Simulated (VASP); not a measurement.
# Se (P6/mmm) in VASP: a series of runs, part 2 of 3

VASP 6.6.1. The steps go on from the part before.

### Step 3. Single point, revPBE (volume scaled by 0.88)

Input file INCAR:

```
ALGO     = Normal         # electronic algorithm
EDIFF    = 1E-7           # SCF threshold, eV
ENCUT    = 520            # plane-wave cutoff, eV
GGA      = RE             # functional
ISIF     = 2              # what is computed and relaxed
ISMEAR   = -1             # smearing method
LASPH    = True           # aspherical terms in the spheres
LCHARG   = True           # write CHGCAR
LELF     = True           # ELF
LREAL    = False          # projectors in reciprocal space
LVHAR    = True         
LWAVE    = False          # write WAVECAR
NBANDS   = 16             # bands
NELM     = 80             # most SCF steps
PREC     = Accurate       # precision mode
SIGMA    = 0.1            # smearing width, eV
```

Input file KPOINTS:

```
k-points
0
Gamma
  9 9 10
```

Input file POSCAR:

```
Se
1.0
    4.5102393497      0.0000000000      0.0000000000
   -2.2551196749      3.9059818540      0.0000000000
    0.0000000000      0.0000000000      3.2758558851
Se
3
Direct
    0.0000000000      0.0000000000      0.0000000000
    0.3333333333      0.6666666667      0.5000000000
    0.6666666667      0.3333333333      0.5000000000
```

Potentials or basis: VASP PAW PBE potentials, release 64 (Se).

Launch:

```
$ cat potpaw_PBE.64/Se/POTCAR > POTCAR
$ mpirun -np 1 vasp_std > vasp.out
```

OUTCAR:

```text
EDIFF = 1E-7
   ENCUT = 520
   GGA = RE
   ISIF = 2
   ISMEAR = -1
   LASPH = True
   LREAL = False
   NELM = 80
   PREC = Accurate

 ion  position               nearest neighbor table
   1  0.000  0.000  0.000-
   2  0.333  0.667  0.500-   3 2.60   3 2.60   3 2.60
   3  0.667  0.333  0.500-   2 2.60   2 2.60   2 2.60

  LATTYP: Found a hexagonal cell.
 ALAT       =     4.5102393497
 C/A-ratio  =     0.7263153086

  Lattice vectors:

 A1 = (   4.5102393497,   0.0000000000,   0.0000000000)
 A2 = (  -2.2551196749,   3.9059818540,   0.0000000000)
 A3 = (   0.0000000000,   0.0000000000,   3.2758558851)

Analysis of symmetry for initial positions (statically):
=====================================================================
 Subroutine PRICEL returns:
 Original cell was already a primitive cell.

 Routine SETGRP: Setting up the symmetry group for a
 hexagonal supercell.

 Subroutine GETGRP returns: Found 24 space group operations
 (whereof 24 operations were pure point group operations)
 out of a pool of 24 trial point group operations.

[... 163 lines left out ...]

 E-fermi :   6.3033     XC(G=0): -10.7665

 val. band max:        6.2950326873   @ k =   0.2222   0.1111   0.4000
 cond. band min:       6.3270297374   @ k =   0.3333   0.2222   0.1000
 fundamental gap:      0.0319970501
 Fermi energy:         6.3033125924

 k-point     1 :       0.0000    0.0000    0.0000
  band No.  band energies     occupation
      1     -10.6586      2.00000
      2      -5.3607      2.00000
      3      -4.7401      2.00000
      4       0.6972      2.00000
      5       0.6972      2.00000
      6       1.8981      2.00000
[... 433 lines left out ...]
      3      -7.3224      2.00000
      4       0.9173      2.00000
      5       2.7524      2.00000
      6       2.7524      2.00000
[... 8 lines left out ...]
     15      14.9751      0.00000
     16      16.3611      0.00000

 [... further k-points ...]

------------------------ aborting loop because EDIFF is reached ----------------------------------------

  FORCE on cell =-STRESS in cart. coord.  units (eV):
  Direction    XX          YY          ZZ          XY          YZ          ZX
  --------------------------------------------------------------------------------------
  -------------------------------------------------------------------------------------
  Total        4.3416328      4.3416328      2.6145960     -0.0000000     -0.0000000      0.0000000
  in kB      120.5338626    120.5338626     72.5872892     -0.0000000     -0.0000000      0.0000000
  external PRESSURE =     104.5516715 kB  Pullay stress =       0.0000000 kB

 VOLUME and BASIS-vectors are now :
 -----------------------------------------------------------------------------
  energy-cutoff  :      520.00
  volume of cell :       57.71
      direct lattice vectors                 reciprocal lattice vectors
     4.510239350  0.000000000  0.000000000     0.221717723  0.128008787  0.000000000
    -2.255119675  3.905981854  0.000000000     0.000000000  0.256017574  0.000000000
     0.000000000  0.000000000  3.275855885     0.000000000  0.000000000  0.305263734

 POSITION                                       TOTAL-FORCE (eV/Angst)
 -----------------------------------------------------------------------------------
      0.00000      0.00000      0.00000         0.000000      0.000000      0.000000
     -0.00000      2.60399      1.63793        -0.000000      0.000000     -0.000000
      2.25512      1.30199      1.63793         0.000000     -0.000000      0.000000
 -----------------------------------------------------------------------------------
    total drift:                                0.000000      0.000000     -0.000000

  FREE ENERGIE OF THE ION-ELECTRON SYSTEM (eV)
  ---------------------------------------------------
  free  energy   TOTEN  =        -7.4404072230 eV

  energy  without entropy=       -7.3727148776  energy(sigma->0) =       -7.40656105
```

stdout:

```text
POSCAR found type information on POSCAR Se
 POSCAR found :  1 types and       3 ions
 scaLAPACK will be used
 -----------------------------------------------------------------------------
|                                                                             |
|                                                                             |
|     You enforced a specific xc type in the INCAR file but a different       |
|     I HOPE YOU KNOW WHAT YOU ARE DOING!                                     |
|                                                                             |
 -----------------------------------------------------------------------------

 LDA part: xc-table for (Slater+PW92), standard interpolation
 POSCAR, INCAR and KPOINTS ok, starting setup
 FFT: planning ... GRIDC
 FFT: planning ... GRID_SOFT
 FFT: planning ... GRID
 WAVECAR not read
 entering main loop
```

Wall time 21 s (1 thread of Intel Xeon 6975P-C (Granite Rapids), shared host); peak memory 0.2 GiB.

Results:

| Item | Value |
| --- | --- |
| Free energy | -7.4404 eV |
| Pressure | 10.5 GPa |
| Band gap on the k mesh | zero (band 9 reaches 8.22 eV, above the bottom of band 10 at 4.45 eV) |

Levels at points of the mesh, in eV from the Fermi level:
| k point | band 6 | band 7 | band 8 | band 9 | band 10 | band 11 | band 12 | band 13 |
| --- | --- | --- | --- | --- | --- | --- | --- | --- |
| (0.00, 0.00, 0.00) | -4.41 | -4.41 | -2.79 | 1.92 | 2.08 | 3.71 | 3.71 | 4.00 |
| (0.00, 0.00, 0.50) | -4.65 | -3.17 | -1.87 | -1.87 | -1.85 | -0.85 | -0.85 | 4.45 |

Caveat: the PAW data sets were made with another functional, which shifts forces and pressure a little.

(Part 2 of 3 ends here.)
